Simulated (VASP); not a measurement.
# Ta3N (P-3m1) in VASP: further runs

Runs on Ta3N. Level: PBEsol. Tasks: single point.

Program: VASP 6.6.1. These are calculated values, not measurements. Logs are shortened: lines on timing, memory, paths and dates and some standing lists are left out, and cuts for length are marked.

## (1) The cell of the first run

The structure is trigonal, space group P-3m1 (No. 164). The conventional cell has a = 2.760 Å, b = 2.760 Å, c = 6.854 Å, α = 90.00°, β = 90.00°, γ = 120.00°. Ta (site symmetry -3m) has 12 Ta at 2.75 to 2.76 Å and 2 N at 3.43 Å within 3.6 Å. Within 2.6 Å of Ta (site symmetry 3m) lie 3 N at 1.98 Å. Within 2.6 Å of N (site symmetry -3m) lie 6 Ta at 1.98 Å.

## (2) Single point, PBEsol (strain -0.080 along x and y, -0.080 along z)

Contents of INCAR:

```
SYSTEM = Ta3N
PREC = Accurate
ENCUT = 520
EDIFF = 1E-6
ISMEAR = 0
SIGMA = 0.15
LREAL = .False.
LASPH = .True.
NELM = 100
ALGO = Normal
ISIF = 2
LWAVE = .False.
LCHARG = .True.
GGA = PS
LELF = .True.
LVHAR = .True.
NBANDS = 27
```

Contents of KPOINTS:

```
regular mesh
0
Gamma
  18 18 8
  0 0 0
```

Contents of POSCAR:

```
Ta3N
1.0
    2.7604642176      0.0000000000      0.0000000000
   -1.3802321088      2.3906321387      0.0000000000
    0.0000000000      0.0000000000      6.8539311078
Ta N
3 1
Direct
    0.0000000000      0.0000000000      0.5000000000
    0.3333333333      0.6666666667      0.1725859884
    0.6666666667      0.3333333333      0.8274140116
    0.0000000000      0.0000000000      0.0000000000
```

Potentials or basis: VASP PAW PBE potentials, release 64 (Ta_pv, N).

The run is started by

```console
> cat potpaw_PBE.64/Ta_pv/POTCAR potpaw_PBE.64/N/POTCAR > POTCAR
> mpirun -np 1 vasp_std > vasp.out
```

OUTCAR:

```text
SYSTEM = Ta3N
   PREC = Accurate
   ENCUT = 520
   EDIFF = 1E-6
   ISMEAR = 0
   LREAL = .False.
   LASPH = .True.
   NELM = 100
   ISIF = 2
   GGA = PS

 ion  position               nearest neighbor table
   1  0.000  0.000  0.500-   2 2.75   3 2.75   3 2.75   2 2.75   3 2.75   2 2.75
   2  0.333  0.667  0.173-   4 1.98   4 1.98   4 1.98   1 2.75   1 2.75   1 2.75   3 2.85   3 2.85
                             3 2.85
   3  0.667  0.333  0.827-   4 1.98   4 1.98   4 1.98   1 2.75   1 2.75   1 2.75   2 2.85   2 2.85
                             2 2.85
   4  0.000  0.000  0.000-   2 1.98   3 1.98   3 1.98   2 1.98   3 1.98   2 1.98

  LATTYP: Found a hexagonal cell.
 ALAT       =     2.7604642176
 C/A-ratio  =     2.4828907631

  Lattice vectors:

 A1 = (   2.7604642176,   0.0000000000,   0.0000000000)
 A2 = (  -1.3802321088,   2.3906321387,   0.0000000000)
 A3 = (   0.0000000000,   0.0000000000,   6.8539311078)

Analysis of symmetry for initial positions (statically):
=====================================================================
 Subroutine PRICEL returns:
 Original cell was already a primitive cell.

 Routine SETGRP: Setting up the symmetry group for a
 hexagonal supercell.

 Subroutine GETGRP returns: Found 12 space group operations
 (whereof 12 operations were pure point group operations)
 out of a pool of 24 trial point group operations.

The static configuration has the point symmetry D_3d.

Analysis of symmetry for dynamics (positions and initial velocities):
=====================================================================
 Subroutine PRICEL returns:
 Original cell was already a primitive cell.

 Routine SETGRP: Setting up the symmetry group for a
 hexagonal supercell.

 Subroutine GETGRP returns: Found 12 space group operations
 (whereof 12 operations were pure point group operations)
 out of a pool of 24 trial point group operations.

The dynamic configuration has the point symmetry D_3d.

 Subroutine INISYM returns: Found 12 space group operations
 (whereof 12 operations are pure point group operations),
 and found     1 'primitive' translations

----------------------------------------------------------------------------------------

                                     Primitive cell

  volume of cell :      45.2308

  direct lattice vectors                    reciprocal lattice vectors
     2.760464218  0.000000000  0.000000000     0.362257911  0.209149702  0.000000000
    -1.380232109  2.390632139  0.000000000     0.000000000  0.418299405  0.000000000
     0.000000000  0.000000000  6.853931108     0.000000000  0.000000000  0.145901671

  length of vectors
     2.760464218  2.760464218  6.853931108     0.418299405  0.418299405  0.145901671

  position of ions in fractional coordinates (direct lattice)
     0.000000000  0.000000000  0.500000000
     0.333333333  0.666666667  0.172585988
     0.666666667  0.333333333  0.827414012
     0.000000000  0.000000000  0.000000000

  ion indices of the primitive-cell ions
   primitive index   ion index
                 1           1
                 2           2
                 3           3
                 4           4

----------------------------------------------------------------------------------------

 KPOINTS: regular mesh

Automatic generation of k-mesh.
 Grid dimensions read from file:
 generate k-points for:   18   18    8

 Generating k-lattice:

  Cartesian coordinates                     Fractional coordinates (reciprocal lattice)
     0.020125439  0.011619428  0.000000000     0.055555556  0.000000000  0.000000000
     0.000000000  0.023238856  0.000000000     0.000000000  0.055555556  0.000000000
     0.000000000  0.000000000  0.018237709     0.000000000  0.000000000  0.125000000

  Length of vectors
     0.023238856  0.023238856  0.018237709

  Shift w.r.t. Gamma in fractional coordinates (k-lattice)
     0.000000000  0.000000000  0.000000000

 Subroutine IBZKPT returns following result:
 ===========================================

 Found    266 irreducible k-points:

 Following reciprocal coordinates:
            Coordinates               Weight
  0.000000  0.000000  0.000000      1.000000
  0.055556  0.000000  0.000000      6.000000
  0.111111  0.000000  0.000000      6.000000
  0.166667  0.000000  0.000000      6.000000
  0.222222  0.000000  0.000000      6.000000
  0.277778  0.000000  0.000000      6.000000
[... 16 lines left out ...]
  0.333333  0.111111  0.000000     12.000000
  0.388889  0.111111  0.000000     12.000000
 [... further k-points ...]
   k-points           NKPTS =    266   k-points in BZ     NKDIM =    266   number of bands    NBANDS=     27
   number of dos      NEDOS =    301   number of ions     NIONS =      4
   total plane-waves  NPLWV =  31104
   dimension x,y,z NGX =    24 NGY =   24 NGZ =   54
   dimension x,y,z NGXF=    48 NGYF=   48 NGZF=  108
   ions per type =               3   1
   NGX,Y,Z   is equivalent  to a cutoff of  14.45, 14.45, 13.10 a.u.
   NGXF,Y,Z  is equivalent  to a cutoff of  28.91, 28.91, 26.20 a.u.
 SYSTEM =  Ta3N
   PREC   = accura    normal or accurate (medium, high low for compatibility)
   ISTART =      0    job   : 0-new  1-cont  2-samecut
   ICHARG =      2    charge: 1-file 2-atom 10-const
   ISPIN  =      1    spin polarized calculation?
   LNONCOLLINEAR =      F non collinear calculations
   LSORBIT =      F    spin-orbit coupling
   LASPH  =      T    aspherical Exc in radial PAW
   ENCUT  =  520.0 eV  38.22 Ry    6.18 a.u.   5.13  5.13 12.74*2*pi/ulx,y,z
   NELM   =    100;   NELMIN=  2; NELMDL= -5     # of ELM steps
   EDIFF  = 0.1E-05   stopping-criterion for ELM
   LREAL  =      F    real-space projection
   EDIFFG = 0.1E-04   stopping-criterion for IOM
   NSW    =      0    number of steps for IOM
   IBRION =     -1    ionic relax: 0-MD 1-quasi-New 2-CG
   NFREE  =      0    steps in history (QN), initial steepest desc. (CG)
   ISIF   =      2    stress and relaxation
   ISYM   =      2    0-nonsym 1-usesym 2-fastsym
   POTIM  = 0.5000    time-step for ionic-motion
   TEBEG  =    0.0;   TEEND  =   0.0 temperature during run
   PSTRESS=    0.0 pullay stress
   NELECT =      38.0000    total number of electrons
   NUPDOWN=      -1.0000    fix difference up-down
   EMIN   =  10.00;   EMAX   =-10.00  energy-range for DOS
   EFERMI =   0.00;   METHOD = LEGACY
   ISMEAR =     0;   SIGMA  =   0.15  broadening in eV -4-tet -1-fermi 0-gaus
   EFERMI_NEDOS =   21; number of points for ismear=-14 and -15
   IALGO  =     38    algorithm
   IMIX   =      4    mixing-type and parameters
     AMIX     =   0.40;   BMIX     =  1.00
     AMIX_MAG =   1.60;   BMIX_MAG =  1.00
  volume/ion in A,a.u.               =      11.31        76.31
  Fermi-wavevector in a.u.,A,eV,Ry     =   1.544749  2.919152 32.466881  2.386248
  Thomas-Fermi vector in A             =   2.650225
   LORBIT       =      0    0 simple, 1 ext, 2 COOP (PROOUT), +10 PAW based schemes
   GGA     = PS    functional components
   LHFCALC =     F    Hartree Fock is set to
   AEXX    =    0.0000 exact exchange contribution
   IVDW    =     0    specifies the selected vdW correction
   LEPSILON=     F    determine dielectric tensor
   LRPA    =     F    only Hartree local field effects (RPA)
 non-spin polarized calculation
 Gauss-broadening in eV      SIGMA  =   0.15
  energy-cutoff  :      520.00
  volume of cell :       45.23
 maximum number of plane-waves:      1232
 NGX is ok and might be reduce to    24
   NGX = 11   NGY = 11   NGZ = 25

 number of electron      38.0000001 magnetization

 Free energy of the ion-electron system (eV)
  ---------------------------------------------------
  ext. energy  EPLUGINS =         0.00000000
  ---------------------------------------------------
  free energy    TOTEN  =       -44.76271895 eV

  energy without entropy =      -44.73570055  energy(sigma->0) =      -44.74920975

 E-fermi :   9.2184     XC(G=0): -14.3298

 val. band max:        9.2179780028   @ k =  -0.0556   0.3889   0.1250
 cond. band min:       9.2199642553   @ k =  -0.1111   0.5000   0.1250
 fundamental gap:      0.0019862524
 Fermi energy:         9.2184454371

 k-point     1 :       0.0000    0.0000    0.0000
  band No.  band energies     occupation
      1     -26.2584      2.00000
      2     -25.5076      2.00000
      3     -24.4482      2.00000
      4     -24.4482      2.00000
      5     -24.3810      2.00000
      6     -24.3810      2.00000
[... 19 lines left out ...]
     26      12.2500      0.00000
     27      14.3789      0.00000

 k-point     2 :       0.0556    0.0000    0.0000
  band No.  band energies     occupation
      1     -26.2457      2.00000
      2     -25.4982      2.00000
      3     -24.5166      2.00000
      4     -24.4711      2.00000
      5     -24.4348      2.00000
      6     -24.3856      2.00000
[... 19 lines left out ...]
     26      12.5261      0.00000
     27      14.3967      0.00000

 k-point     3 :       0.1111    0.0000    0.0000
  band No.  band energies     occupation
      1     -26.2105      2.00000
      2     -25.4753      2.00000
      3     -24.6963      2.00000
      4     -24.5924      2.00000
      5     -24.5294      2.00000
      6     -24.4058      2.00000
[... 19 lines left out ...]
     26      13.1428      0.00000
     27      14.5828      0.00000

 k-point     4 :       0.1667    0.0000    0.0000
  band No.  band energies     occupation
      1     -26.1633      2.00000
      2     -25.4643      2.00000
      3     -24.9311      2.00000
      4     -24.8233      2.00000
      5     -24.6098      2.00000
      6     -24.4446      2.00000
[... 19 lines left out ...]
     26      13.8392      0.00000
     27      15.0057      0.00000
[... 516 lines left out ...]
      4     -25.0566      2.00000
      5     -24.9595      2.00000
      6     -24.7920      2.00000
[... 19 lines left out ...]
     26      15.5159      0.00000
     27      16.1597      0.00000

 k-point    23 :       0.3333    0.1111    0.0000
  band No.  band energies     occupation
      1     -26.3503      2.00000
      2     -26.1406      2.00000
      3     -25.5629      2.00000
      4     -25.1086      2.00000
      5     -24.9608      2.00000
      6     -24.8667      2.00000
[... 19 lines left out ...]
     26      15.9226      0.00000
     27      16.3276      0.00000

 k-point    24 :       0.3889    0.1111    0.0000
  band No.  band energies     occupation
      1     -26.4524      2.00000
      2     -26.2448      2.00000
      3     -25.6016      2.00000
      4     -25.1550      2.00000
      5     -24.9424      2.00000
      6     -24.9134      2.00000
[... 19 lines left out ...]
     26      16.1450      0.00000
     27      16.5862      0.00000

 [... further k-points ...]
[... 5 lines left out ...]
  --------------------------------------------------------------------------------------
  -------------------------------------------------------------------------------------
  Total       31.3358627     31.3358627     32.3172398      0.0000000      0.0000000     -0.0000000
  in kB     1109.9863220   1109.9863220   1144.7488941      0.0000000      0.0000000     -0.0000000
  external PRESSURE =    1121.5738460 kB  Pullay stress =       0.0000000 kB

 VOLUME and BASIS-vectors are now :
 -----------------------------------------------------------------------------
  energy-cutoff  :      520.00
  volume of cell :       45.23
      direct lattice vectors                 reciprocal lattice vectors
     2.760464218  0.000000000  0.000000000     0.362257911  0.209149702  0.000000000
    -1.380232109  2.390632139  0.000000000     0.000000000  0.418299405  0.000000000
     0.000000000  0.000000000  6.853931108     0.000000000  0.000000000  0.145901671

 POSITION                                       TOTAL-FORCE (eV/Angst)
 -----------------------------------------------------------------------------------
      0.00000      0.00000      3.42697        -0.000000      0.000000      0.000000
     -0.00000      1.59375      1.18289         0.000000     -0.000000      3.183817
      1.38023      0.79688      5.67104        -0.000000      0.000000     -3.183817
      0.00000      0.00000      0.00000        -0.000000      0.000000      0.000000
 -----------------------------------------------------------------------------------
    total drift:                                0.000000     -0.000000     -0.000000

  FREE ENERGIE OF THE ION-ELECTRON SYSTEM (eV)
  ---------------------------------------------------
  free  energy   TOTEN  =       -44.7627189517 eV

  energy  without entropy=      -44.7357005542  energy(sigma->0) =      -44.74920975
```

Run time: 3.7 min. Hardware: 1 thread of Intel Xeon Platinum 8559C (Emerald Rapids), shared host; peak memory 0.38 GiB.

Results:

```yaml
Free_energy: -44.7627 eV
Pressure: 112.2 GPa
Largest_force: 3.184 eV/Å
Band_gap_on_the_k_mesh: zero (bands 19 and 20 overlap by 1.65 eV)
```

Forces in eV/Å, atoms in the order of the input:
```
Ta   0.000  0.000  0.000
Ta   0.000  0.000  3.184
Ta   0.000  0.000 -3.184
N    0.000  0.000  0.000
```

Caveat: the cell differs from its parent crystal (strain -0.080 along x and y, -0.080 along z); the cell stands under pressure; the PAW data sets were made with another functional, which shifts forces and pressure a little; spin-orbit coupling is left out, which moves the levels of the heavy elements.

## (3) Single point, PBEsol (strain -0.080 along x and y, -0.040 along z)

Contents of INCAR:

```
ALGO = Normal ; EDIFF = 1E-6
ENCUT = 520 ; GGA = PS
ISIF = 2 ; ISMEAR = 0
LASPH = T ; LCHARG = F
LREAL = F ; LWAVE = F
NBANDS = 27 ; NELM = 60
PREC = Accurate ; SIGMA = 0.15
```

Contents of KPOINTS:

```
k-points
0
Gamma
  18 18 8
```

Edit POSCAR of step 2 so:

```diff
@@ -4,3 +4,3 @@
    -1.3802321088      2.3906321387      0.0000000000
-    0.0000000000      0.0000000000      6.8539311078
+    0.0000000000      0.0000000000      7.1519281125
 Ta N
```

Potentials or basis: VASP PAW PBE potentials, release 64 (Ta_pv, N).

The run is started by

```console
> cat potpaw_PBE.64/Ta_pv/POTCAR potpaw_PBE.64/N/POTCAR > POTCAR
> mpirun -np 1 vasp_std > vasp.out
```

OUTCAR:

```text
EDIFF = 1E-6
   ENCUT = 520
   GGA = PS
   ISIF = 2
   ISMEAR = 0
   LASPH = T
   LREAL = F
   NELM = 60
   PREC = Accurate

 ion  position               nearest neighbor table
   1  0.000  0.000  0.500-   2 2.83   3 2.83   3 2.83   2 2.83   3 2.83   2 2.83
   2  0.333  0.667  0.173-   4 2.02   4 2.02   4 2.02   1 2.83   1 2.83   1 2.83   3 2.94   3 2.94
                             3 2.94
   3  0.667  0.333  0.827-   4 2.02   4 2.02   4 2.02   1 2.83   1 2.83   1 2.83   2 2.94   2 2.94
                             2 2.94
   4  0.000  0.000  0.000-   2 2.02   3 2.02   3 2.02   2 2.02   3 2.02   2 2.02

  LATTYP: Found a hexagonal cell.
 ALAT       =     2.7604642176
 C/A-ratio  =     2.5908425354

  Lattice vectors:

 A1 = (   2.7604642176,   0.0000000000,   0.0000000000)
 A2 = (  -1.3802321088,   2.3906321387,   0.0000000000)
 A3 = (   0.0000000000,   0.0000000000,   7.1519281125)

Analysis of symmetry for initial positions (statically):
=====================================================================
 Subroutine PRICEL returns:
 Original cell was already a primitive cell.

[... 168 lines left out ...]
  ext. energy  EPLUGINS =         0.00000000
  ---------------------------------------------------
  free energy    TOTEN  =       -45.95189625 eV

  energy without entropy =      -45.92172173  energy(sigma->0) =      -45.93680899

 E-fermi :   8.7146     XC(G=0): -14.0897

 val. band max:        8.7056569333   @ k =   0.3333   0.0556   0.3750
 cond. band min:       8.7229492113   @ k =   0.3333   0.1111   0.5000
 fundamental gap:      0.0172922780
 Fermi energy:         8.7145849255

 k-point     1 :       0.0000    0.0000    0.0000
  band No.  band energies     occupation
      1     -26.5778      2.00000
      2     -25.9218      2.00000
      3     -24.9215      2.00000
      4     -24.9215      2.00000
      5     -24.8744      2.00000
      6     -24.8744      2.00000
[... 709 lines left out ...]
     26      15.3600      0.00000
     27      15.8870      0.00000

 [... further k-points ...]
[... 5 lines left out ...]
  --------------------------------------------------------------------------------------
  -------------------------------------------------------------------------------------
  Total       25.8959311     25.8959311     23.5740791      0.0000000      0.0000000      0.0000000
  in kB      879.0712928    879.0712928    800.2529850      0.0000000      0.0000000      0.0000000
  external PRESSURE =     852.7985235 kB  Pullay stress =       0.0000000 kB

 VOLUME and BASIS-vectors are now :
 -----------------------------------------------------------------------------
  energy-cutoff  :      520.00
  volume of cell :       47.20
      direct lattice vectors                 reciprocal lattice vectors
     2.760464218  0.000000000  0.000000000     0.362257911  0.209149702  0.000000000
    -1.380232109  2.390632139  0.000000000     0.000000000  0.418299405  0.000000000
     0.000000000  0.000000000  7.151928113     0.000000000  0.000000000  0.139822434

 POSITION                                       TOTAL-FORCE (eV/Angst)
 -----------------------------------------------------------------------------------
      0.00000      0.00000      3.57596         0.000000      0.000000      0.000000
     -0.00000      1.59375      1.23432         0.000000      0.000000      2.950160
      1.38023      0.79688      5.91761        -0.000000      0.000000     -2.950160
      0.00000      0.00000      0.00000         0.000000      0.000000      0.000000
 -----------------------------------------------------------------------------------
    total drift:                                0.000000     -0.000000     -0.000000

  FREE ENERGIE OF THE ION-ELECTRON SYSTEM (eV)
  ---------------------------------------------------
  free  energy   TOTEN  =       -45.9518962490 eV

  energy  without entropy=      -45.9217217294  energy(sigma->0) =      -45.93680899
```

stdout:

```text
POSCAR found type information on POSCAR TaN
 POSCAR found :  2 types and       4 ions
 scaLAPACK will be used
 -----------------------------------------------------------------------------
|                                                                             |
|                                                                             |
|     You enforced a specific xc type in the INCAR file but a different       |
|     I HOPE YOU KNOW WHAT YOU ARE DOING!                                     |
|                                                                             |
 -----------------------------------------------------------------------------

 LDA part: xc-table for (Slater+PW92), standard interpolation
 POSCAR, INCAR and KPOINTS ok, starting setup
 FFT: planning ... GRIDC
 FFT: planning ... GRID_SOFT
 FFT: planning ... GRID
 WAVECAR not read
 entering main loop
```

Run time: 4.6 min. Hardware: 1 thread of Intel Xeon Platinum 8559C (Emerald Rapids), shared host; peak memory 0.39 GiB.

Results:

- Free energy: -45.9519 eV
- Pressure: 85.3 GPa
- Largest force: 2.950 eV/Å
- Band gap on the k mesh: zero (bands 19 and 20 overlap by 1.24 eV)

Forces on the atoms (eV/Å):
```
Ta   0.000  0.000  0.000
Ta   0.000  0.000  2.950
Ta   0.000  0.000 -2.950
N    0.000  0.000  0.000
```

Stress tensor (GPa, compression positive):
```
87.91  0.00  0.00
 0.00 87.91  0.00
 0.00  0.00 80.03
```

Caveat: the cell differs from its parent crystal (strain -0.080 along x and y, -0.040 along z); the stress differs along the axes, from 80 to 88 GPa; the PAW data sets were made with another functional, which shifts forces and pressure a little; spin-orbit coupling is left out, which moves the levels of the heavy elements.

[end of part 1 of 2]
